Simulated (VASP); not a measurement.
The system is SrO.

```
Sr O
1.0
     3.10287    0.00000    0.00000
     0.00000    3.10287    0.00000
     0.00000    0.00000    3.10287
Sr O
1 1
Direct
  0.00000 0.00000 0.00000
  0.50000 0.50000 0.50000
```

Base run:

```yaml
Program: VASP 6.6.1
Functional: r2SCANh
Potentials_or_basis: VASP PAW PBE potentials, release 64 (Sr_sv, O)
Cutoff: 520 eV
k_mesh: 6 × 6 × 6
Occupations: gaussian, width 0.01 eV
Spin: no spin polarisation
```

Its results: band gap on the k mesh 4.08 eV, indirect (least direct gap 4.14 eV).

**Question.** The run is repeated on the same cell with these changes: functional from r2SCANh to PBE; further incar settings from ALGO = Normal; EDIFF = 1e-06; NBANDS = 15 to ALGO = Normal; EDIFF = 1e-08. What comes out?

**Answer.** Band gap on the k mesh 2.75 eV, indirect (least direct gap 2.81 eV).

A k mesh can miss the band edges.
